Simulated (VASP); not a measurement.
Write the native input for VASP 6.6.1 that does the following.

```yaml
Task: single point
Functional: PBE
Dispersion: D3(BJ)
Potentials_or_basis: VASP PAW PBE potentials, release 64 (Te)
Cutoff: 520 eV
k_mesh: 7 × 7 × 5
Occupations: fermi-dirac, width 0.05 eV
Spin: no spin polarisation
Dipole_correction: no
Further_INCAR_settings: ALGO = Normal; EDIFF = 1e-06; NBANDS = 16
```

The structure of Te lies in POSCAR:

```
Te
1.0
    4.3358796253      0.0000000000      0.0000000000
   -2.1679398127      3.7549819033      0.0000000000
    0.0000000000      0.0000000000      5.9621229371
Te
3
Direct
    0.7167777767      0.7167777767      0.0000000000
    0.0000000000      0.2832222233      0.6666666667
    0.2832222233      0.0000000000      0.3333333333
```

These files were run (other wordings do the same):

INCAR

```
SYSTEM = Te
PREC = Accurate ; ENCUT = 520
EDIFF = 1E-6 ; ISMEAR = -1
SIGMA = 0.05 ; LREAL = .FALSE.
LASPH = .TRUE. ; NELM = 80
ALGO = Normal ; ISIF = 2
LWAVE = .FALSE. ; LCHARG = .FALSE.
GGA = PE ; IVDW = 12
NBANDS = 16
```

KPOINTS

```
regular mesh
0
G
  7 7 5
  0 0 0
```

Potentials or basis: VASP PAW PBE potentials, release 64 (Te).

Launch:

```console
$ cat potpaw_PBE.64/Te/POTCAR > POTCAR
$ mpirun -np 1 vasp_std > vasp.out
```

Results of the run:

The pressure is -0.2 GPa and the largest force is 0.011 eV/Å. The band gap on the k mesh is 0.49 eV (least direct gap 0.64 eV) and the dispersion energy per atom is -0.453 eV.

Caveat: three body term missing; semilocal functionals underestimate gaps, and a narrow one can read as zero; spin-orbit coupling is left out, which moves the levels of the heavy elements.

Wall time 64 s on 1 thread of Intel Xeon 8259CL, on a shared host, peak memory 0.23 GiB.
